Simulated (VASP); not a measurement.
# Zr2N (P4_2/mnm) in VASP: further runs, part 2 of 2

VASP 6.6.1. The steps go on from the part before.

## (3) Single point, PBEsol (13.84 Å³/atom)

This run uses another cell than the first one, of 13.84 Å³/atom.

The input, INCAR:

```
SYSTEM = Zr2N
  PREC = Accurate
  ENCUT = 520
  EDIFF = 1E-6
  ISMEAR = 0
  SIGMA = 0.1
  LREAL = .FALSE.
  LASPH = .TRUE.
  NELM = 80
  ALGO = Normal
  ISIF = 2
  LWAVE = .FALSE.
  LCHARG = .TRUE.
  GGA = PS
  LELF = .TRUE.
  LVHAR = .TRUE.
  NBANDS = 38
```

The input, KPOINTS:

```
regular mesh
0
G
  8 8 10
  0 0 0
```

The input, POSCAR:

```
Zr2N
1.0
    5.1408324969      0.0000000000      0.0000000000
    0.0000000000      5.1408324969      0.0000000000
    0.0000000000      0.0000000000      3.1424488159
Zr N
4 2
Direct
    0.2940620976      0.2940620976      0.0000000000
    0.7059379024      0.7059379024      0.0000000000
    0.7940620976      0.2059379024      0.5000000000
    0.2059379024      0.7940620976      0.5000000000
    0.0000000000      0.0000000000      0.0000000000
    0.5000000000      0.5000000000      0.5000000000
```

Potentials or basis: VASP PAW PBE potentials, release 64 (Zr_sv, N).

Launch:

```console
$ cat potpaw_PBE.64/Zr_sv/POTCAR potpaw_PBE.64/N/POTCAR > POTCAR
$ mpirun -np 1 vasp_std > vasp.out
```

OUTCAR:

```text
SYSTEM = Zr2N
   PREC = Accurate
   ENCUT = 520
   EDIFF = 1E-6
   ISMEAR = 0
   LREAL = .FALSE.
   LASPH = .TRUE.
   NELM = 80
   ISIF = 2
   GGA = PS

 ion  position               nearest neighbor table
   1  0.294  0.294  0.000-   5 2.14   6 2.17   6 2.17   2 2.99   4 3.05   3 3.05   4 3.05   3 3.05
                             4 3.05   4 3.05   3 3.05   3 3.05   2 3.69   2 3.69
   2  0.706  0.706  0.000-   5 2.14   6 2.17   6 2.17   1 2.99   4 3.05   3 3.05   4 3.05   3 3.05
                             3 3.05   3 3.05   4 3.05   4 3.05   1 3.69   1 3.69
   3  0.794  0.206  0.500-   6 2.14   5 2.17   5 2.17   4 2.99   1 3.05   1 3.05   2 3.05   2 3.05
                             2 3.05   2 3.05   1 3.05   1 3.05   4 3.69   4 3.69
   4  0.206  0.794  0.500-   6 2.14   5 2.17   5 2.17   3 2.99   1 3.05   1 3.05   2 3.05   2 3.05
                             1 3.05   1 3.05   2 3.05   2 3.05   3 3.69   3 3.69
   5  0.000  0.000  0.000-   1 2.14   2 2.14   3 2.17   4 2.17   3 2.17   4 2.17
   6  0.500  0.500  0.500-   3 2.14   4 2.14   1 2.17   2 2.17   1 2.17   2 2.17

  LATTYP: Found a simple tetragonal cell.
 ALAT       =     5.1408324969
 C/A-ratio  =     0.6112723606

  Lattice vectors:

 A1 = (   5.1408324969,   0.0000000000,   0.0000000000)
 A2 = (   0.0000000000,   5.1408324969,   0.0000000000)
 A3 = (   0.0000000000,   0.0000000000,   3.1424488159)

Analysis of symmetry for initial positions (statically):
=====================================================================
 Subroutine PRICEL returns:
 Original cell was already a primitive cell.

 Routine SETGRP: Setting up the symmetry group for a
 simple tetragonal supercell.

 Subroutine GETGRP returns: Found 16 space group operations
 (whereof  8 operations were pure point group operations)
 out of a pool of 16 trial point group operations.

The static configuration has the point symmetry D_2h.
 The point group associated with its full space group is D_4h.

Analysis of symmetry for dynamics (positions and initial velocities):
=====================================================================
[... 143 lines left out ...]
   LORBIT       =      0    0 simple, 1 ext, 2 COOP (PROOUT), +10 PAW based schemes
   GGA     = PS    functional components
   LHFCALC =     F    Hartree Fock is set to
   AEXX    =    0.0000 exact exchange contribution
   IVDW    =     0    specifies the selected vdW correction
   LEPSILON=     F    determine dielectric tensor
   LRPA    =     F    only Hartree local field effects (RPA)
 non-spin polarized calculation
 Gauss-broadening in eV      SIGMA  =   0.10
  energy-cutoff  :      520.00
  volume of cell :       83.05
 maximum number of plane-waves:      2308
 NGX is ok and might be reduce to    40
   NGX = 19   NGY = 19   NGZ = 11

 number of electron      57.9999999 magnetization

 Free energy of the ion-electron system (eV)
  ---------------------------------------------------
  ext. energy  EPLUGINS =         0.00000000
  ---------------------------------------------------
  free energy    TOTEN  =       -60.81083343 eV

  energy without entropy =      -60.79732819  energy(sigma->0) =      -60.80408081

 E-fermi :  11.4659     XC(G=0): -12.5995

 val. band max:       11.4479856807   @ k =   0.3750   0.3750   0.3000
 cond. band min:      11.4821369326   @ k =   0.0000   0.0000   0.2000
 fundamental gap:      0.0341512518
 Fermi energy:        11.4658911964

 k-point     1 :       0.0000    0.0000    0.0000
  band No.  band energies     occupation
      1     -36.7866      2.00000
      2     -36.5212      2.00000
      3     -36.5212      2.00000
      4     -36.4013      2.00000
      5     -16.3664      2.00000
      6     -15.3582      2.00000
[... 973 lines left out ...]
     37      15.5141      0.00000
     38      15.5141      0.00000

 [... further k-points ...]

------------------------ aborting loop because EDIFF is reached ----------------------------------------

  FORCE on cell =-STRESS in cart. coord.  units (eV):
  Direction    XX          YY          ZZ          XY          YZ          ZX
  --------------------------------------------------------------------------------------
  -------------------------------------------------------------------------------------
  Total       16.1070386     16.1070386     16.1248283     -0.0000000      0.0000000      0.0000000
  in kB      310.7357066    310.7357066    311.0789041     -0.0000000      0.0000000      0.0000000
  external PRESSURE =     310.8501058 kB  Pullay stress =       0.0000000 kB

 VOLUME and BASIS-vectors are now :
 -----------------------------------------------------------------------------
  energy-cutoff  :      520.00
  volume of cell :       83.05
      direct lattice vectors                 reciprocal lattice vectors
     5.140832497  0.000000000  0.000000000     0.194521024  0.000000000  0.000000000
     0.000000000  5.140832497  0.000000000     0.000000000  0.194521024  0.000000000
     0.000000000  0.000000000  3.142448816     0.000000000  0.000000000  0.318223162

 POSITION                                       TOTAL-FORCE (eV/Angst)
 -----------------------------------------------------------------------------------
      1.51172      1.51172      0.00000        -0.004581     -0.004581      0.000000
      3.62911      3.62911      0.00000         0.004581      0.004581     -0.000000
      4.08214      1.05869      1.57122        -0.004581      0.004581     -0.000000
      1.05869      4.08214      1.57122         0.004581     -0.004581     -0.000000
      0.00000      0.00000      0.00000         0.000000     -0.000000     -0.000000
      2.57042      2.57042      1.57122         0.000000     -0.000000     -0.000000
 -----------------------------------------------------------------------------------
    total drift:                                0.000000     -0.000000      0.000000

  FREE ENERGIE OF THE ION-ELECTRON SYSTEM (eV)
  ---------------------------------------------------
  free  energy   TOTEN  =       -60.8108334251 eV

  energy  without entropy=      -60.7973281884  energy(sigma->0) =      -60.80408081
```

It took 5.7 min on 1 thread of Intel Xeon 8259CL, shared host; peak memory 0.34 GiB.

What came out:

* Free energy: -60.8108 eV
* Pressure: 31.1 GPa
* Largest force: 0.006 eV/Å
* Band gap on the k mesh: zero (bands 29 and 30 overlap by 2.86 eV)

Forces in eV/Å, atoms in the order of the input:
```
Zr  -0.005 -0.005  0.000
Zr   0.005  0.005  0.000
Zr  -0.005  0.005  0.000
Zr   0.005 -0.005  0.000
N    0.000  0.000  0.000
N    0.000  0.000  0.000
```

Caveat: the cell stands under pressure; the PAW data sets were made with another functional, which shifts forces and pressure a little.

## (4) Single point, PBEsol (14.31 Å³/atom)

This run uses another cell than the first one, of 14.31 Å³/atom.

The input, INCAR:

```
ALGO = Normal
EDIFF = 1E-6
ENCUT = 520
GGA = PS
ISIF = 2
ISMEAR = 0
LASPH = True
LCHARG = True
LELF = True
LREAL = False
LVHAR = True
LWAVE = False
NBANDS = 38
NELM = 100
PREC = Accurate
SIGMA = 0.1
```

The input, KPOINTS:

```
k-points
0
Gamma
  8 8 10
```

The input, POSCAR:

```
Zr2N
1.0
    5.1985313714      0.0000000000      0.0000000000
    0.0000000000      5.1985313714      0.0000000000
    0.0000000000      0.0000000000      3.1778434708
Zr N
4 2
Direct
    0.2945403567      0.2945403567      0.0000000000
    0.7054596433      0.7054596433      0.0000000000
    0.7945403567      0.2054596433      0.5000000000
    0.2054596433      0.7945403567      0.5000000000
    0.0000000000      0.0000000000      0.0000000000
    0.5000000000      0.5000000000      0.5000000000
```

Launch:

```console
$ cat potpaw_PBE.64/Zr_sv/POTCAR potpaw_PBE.64/N/POTCAR > POTCAR
$ mpirun -np 1 vasp_std > vasp.out
```

Wall time 7.7 min (1 thread of Intel Xeon 8259CL, shared host); peak memory 0.34 GiB.

Results (log left out):

```yaml
Free_energy: -61.2763 eV
Pressure: 21.6 GPa
Largest_force: 0.006 eV/Å
Band_gap_on_the_k_mesh: zero (bands 29 and 30 overlap by 2.80 eV)
```

Forces in eV/Å, atoms in the order of the input:
```
Zr  -0.005 -0.005  0.000
Zr   0.005  0.005  0.000
Zr  -0.005  0.005  0.000
Zr   0.005 -0.005  0.000
N    0.000  0.000  0.000
N    0.000  0.000  0.000
```

Levels at points of the mesh, in eV from the Fermi level:
```csv
k point,band 26,band 27,band 28,band 29,band 30,band 31,band 32,band 33,band 34,band 35
"(0.00, 0.00, 0.00)",-2.23,0.50,0.66,0.72,1.12,1.12,1.46,1.46,1.47,2.63
"(0.50, 0.00, 0.00)",-2.13,-1.10,-1.10,1.62,1.62,1.63,1.63,1.96,1.96,3.47
"(0.50, 0.50, 0.00)",-1.58,-1.25,-1.25,0.91,0.91,1.45,1.45,1.76,1.76,2.38
"(0.00, 0.00, 0.50)",-1.23,-1.20,-1.20,-1.18,-1.18,2.07,2.07,3.39,3.39,4.20
"(0.50, 0.00, 0.50)",-2.09,-0.83,-0.83,-0.81,-0.81,1.67,1.67,3.72,3.72,4.22
"(0.50, 0.50, 0.50)",-1.79,-1.16,-1.16,-0.02,-0.02,1.41,1.41,3.01,3.01,4.42
```

Caveat: the cell stands under pressure; the PAW data sets were made with another functional, which shifts forces and pressure a little.

## (5) Single point, PBEsol (14.79 Å³/atom)

This run uses another cell than the first one, of 14.79 Å³/atom.

The input, INCAR:

```
SYSTEM = Zr2N
PREC     = Accurate       ! precision mode
ENCUT    = 520            ! plane-wave cutoff, eV
EDIFF    = 1E-6           ! SCF threshold, eV
ISMEAR   = 0              ! smearing method
SIGMA    = 0.1            ! smearing width, eV
LREAL    = .False.        ! projectors in reciprocal space
LASPH    = .True.         ! aspherical terms in the spheres
NELM     = 100            ! most SCF steps
ALGO     = Normal         ! electronic algorithm
ISIF     = 2              ! what is computed and relaxed
LWAVE    = .False.        ! write WAVECAR
LCHARG   = .False.        ! write CHGCAR
GGA      = PS             ! functional
NBANDS   = 38             ! bands
```

The input, KPOINTS:

```
regular mesh
0
Gamma
  8 8 10
  0 0 0
```

The input, POSCAR:

```
Zr2N
1.0
    5.2554113730      0.0000000000      0.0000000000
    0.0000000000      5.2554113730      0.0000000000
    0.0000000000      0.0000000000      3.2119358887
Zr N
4 2
Direct
    0.2950342753      0.2950342753      0.0000000000
    0.7049657247      0.7049657247      0.0000000000
    0.7950342753      0.2049657247      0.5000000000
    0.2049657247      0.7950342753      0.5000000000
    0.0000000000      0.0000000000      0.0000000000
    0.5000000000      0.5000000000      0.5000000000
```

Launch:

```console
$ cat potpaw_PBE.64/Zr_sv/POTCAR potpaw_PBE.64/N/POTCAR > POTCAR
$ mpirun -np 1 vasp_std > vasp.out
```

It took 7.1 min on 1 thread of Intel Xeon 8259CL, shared host; peak memory 0.35 GiB.

Results (log left out):

```yaml
Free_energy: -61.5854 eV
Pressure: 13.4 GPa
Largest_force: 0.004 eV/Å
Band_gap_on_the_k_mesh: zero (bands 29 and 30 overlap by 2.74 eV)
```

Forces in eV/Å, atoms in the order of the input:
```
Zr  -0.003 -0.003  0.000
Zr   0.003  0.003  0.000
Zr  -0.003  0.003  0.000
Zr   0.003 -0.003  0.000
N    0.000  0.000  0.000
N    0.000  0.000  0.000
```

Levels at points of the mesh, in eV from the Fermi level:
| k point | band 26 | band 27 | band 28 | band 29 | band 30 | band 31 | band 32 | band 33 |
| --- | --- | --- | --- | --- | --- | --- | --- | --- |
| (0.00, 0.00, 0.00) | -2.14 | 0.53 | 0.56 | 0.74 | 1.10 | 1.10 | 1.42 | 1.45 |
| (0.50, 0.00, 0.00) | -2.08 | -1.05 | -1.05 | 1.58 | 1.58 | 1.59 | 1.59 | 1.90 |
| (0.50, 0.50, 0.00) | -1.53 | -1.19 | -1.19 | 0.93 | 0.93 | 1.43 | 1.43 | 1.72 |
| (0.00, 0.00, 0.50) | -1.19 | -1.18 | -1.18 | -1.16 | -1.16 | 2.04 | 2.04 | 3.31 |
| (0.50, 0.00, 0.50) | -1.99 | -0.84 | -0.84 | -0.79 | -0.79 | 1.63 | 1.63 | 3.63 |
| (0.50, 0.50, 0.50) | -1.69 | -1.07 | -1.07 | -0.10 | -0.10 | 1.34 | 1.34 | 2.91 |

Caveat: the cell stands under pressure; the PAW data sets were made with another functional, which shifts forces and pressure a little.

## (6) Single point, PBEsol (15.26 Å³/atom)

This run uses another cell than the first one, of 15.26 Å³/atom.

The input, INCAR:

```
ALGO     = Normal         # electronic algorithm
EDIFF    = 1E-6           # SCF threshold, eV
ENCUT    = 520            # plane-wave cutoff, eV
GGA      = PS             # functional
ISIF     = 2              # what is computed and relaxed
ISMEAR   = 0              # smearing method
LASPH    = True           # aspherical terms in the spheres
LCHARG   = False          # write CHGCAR
LREAL    = False          # projectors in reciprocal space
LWAVE    = False          # write WAVECAR
NBANDS   = 38             # bands
NELM     = 80             # most SCF steps
PREC     = Accurate       # precision mode
SIGMA    = 0.1            # smearing width, eV
```

The input, KPOINTS:

```
k-points
0
Gamma
  8 8 10
```

The input, POSCAR:

```
Zr2N
1.0
    5.3130381661      0.0000000000      0.0000000000
    0.0000000000      5.3130381661      0.0000000000
    0.0000000000      0.0000000000      3.2429354969
Zr N
4 2
Direct
    0.2956062207      0.2956062207      0.0000000000
    0.7043937793      0.7043937793      0.0000000000
    0.7956062207      0.2043937793      0.5000000000
    0.2043937793      0.7956062207      0.5000000000
    0.0000000000      0.0000000000      0.0000000000
    0.5000000000      0.5000000000      0.5000000000
```

Potentials or basis: VASP PAW PBE potentials, release 64 (Zr_sv, N).

Launch:

```console
$ cat potpaw_PBE.64/Zr_sv/POTCAR potpaw_PBE.64/N/POTCAR > POTCAR
$ mpirun -np 1 vasp_std > vasp.out
```

Run time: 6.8 min. Hardware: 1 thread of Intel Xeon 8259CL, shared host; peak memory 0.35 GiB.

It converged, with:

```
Free energy            : -61.7597 eV
Pressure               : 6.3 GPa
Largest force          : 0.006 eV/Å
Band gap on the k mesh : zero (bands 29 and 30 overlap by 2.67 eV)
```

Forces on the atoms (eV/Å):
```
Zr  -0.004 -0.004  0.000
Zr   0.004  0.004  0.000
Zr  -0.004  0.004  0.000
Zr   0.004 -0.004  0.000
N    0.000  0.000  0.000
N    0.000  0.000  0.000
```

Levels at points of the mesh, in eV from the Fermi level:
```
           k point  band 25  band 26  band 27  band 28  band 29  band 30  band 31  band 32  band 33  band 34
(0.00, 0.00, 0.00)    -3.32    -2.06     0.46     0.55     0.76     1.08     1.08     1.36     1.43     1.43
(0.50, 0.00, 0.00)    -2.03    -2.03    -1.01    -1.01     1.52     1.52     1.57     1.57     1.84     1.84
(0.50, 0.50, 0.00)    -1.50    -1.50    -1.14    -1.14     0.94     0.94     1.40     1.40     1.69     1.69
(0.00, 0.00, 0.50)    -1.16    -1.16    -1.15    -1.15    -1.14    -1.14     2.01     2.01     3.23     3.23
(0.50, 0.00, 0.50)    -1.90    -1.90    -0.85    -0.85    -0.76    -0.76     1.59     1.59     3.52     3.52
(0.50, 0.50, 0.50)    -1.60    -1.60    -0.99    -0.99    -0.16    -0.16     1.27     1.27     2.80     2.80
```

Caveat: the cell stands under pressure; the PAW data sets were made with another functional, which shifts forces and pressure a little.

## (7) Summary

```csv
cell,gap on the mesh (eV),pressure (GPa),largest force (eV/Å)
"a = 5.401, b = 5.401, c = 3.289 Å, 6 atoms, atomic positions A",none,-2.8,-
"a = 5.141, b = 5.141, c = 3.142 Å, 6 atoms, atomic positions B",none,31.1,0.01
"a = 5.199, b = 5.199, c = 3.178 Å, 6 atoms, atomic positions C",none,21.6,0.01
"a = 5.255, b = 5.255, c = 3.212 Å, 6 atoms, atomic positions D",none,13.4,-
"a = 5.313, b = 5.313, c = 3.243 Å, 6 atoms, atomic positions E",none,6.3,0.01
```

Alike in all rows: task single point; level PBEsol; potentials or basis VASP PAW PBE potentials, release 64 (Zr_sv, N); no spin polarisation; k mesh 8 × 8 × 10; cutoff (eV) 520; smearing gaussian 0.1 eV.

Caveats: the PAW data sets were made with another functional, which shifts forces and pressure a little; the cell stands under pressure (at least some runs).

Total energies depend on the potentials used, so only differences within one code and one set of settings carry meaning.

The gap in the log of VASP goes by the Fermi energy; the results here count the filled bands.